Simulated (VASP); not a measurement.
Runs of VASP 6.6.1 on Cu. The structure is that of space group P6_3/mmc (No. 194), or close to it. The cells are those of the table. This isn't the form of Cu at room conditions, which is fcc.

```tsv
level	cell	k mesh	cutoff (eV)	gap on the mesh (eV)	pressure (GPa)
PBE	a = 2.571, b = 2.571, c = 4.110 Å, angles 90.0, 90.0, 120.0°, 2 atoms	18 × 18 × 10	520	none	(b)
PBE+D3(BJ)	a = 2.722, b = 2.722, c = 3.893 Å, angles 90.0, 90.0, 120.0°, 2 atoms	24 × 24 × 12	600	none	-9.4
PBE	a = 2.498, b = 2.498, c = 4.424 Å, angles 90.0, 90.0, 120.0°, 2 atoms	18 × 18 × 10	520	none	2.3
PBE	a = 2.457, b = 2.457, c = 4.111 Å, angles 90.0, 90.0, 120.0°, 2 atoms	18 × 18 × 10	520	none	20.6
PBE	a = 2.671, b = 2.671, c = 4.093 Å, angles 90.0, 90.0, 120.0°, 2 atoms	24 × 24 × 12	520	none	(a)
```

Alike in all rows: task single point; potentials or basis VASP PAW PBE potentials, release 64 (Cu); no spin polarisation; smearing gaussian 0.1 eV.

Q: Estimate the missing entries.

A: (a) -5.0; (b) 3.9.

Caveats: the cell stands under pressure (at least some runs); the cell stands under tension (at least some runs).

A gap of «none» marks levels without a gap at the run's occupations.
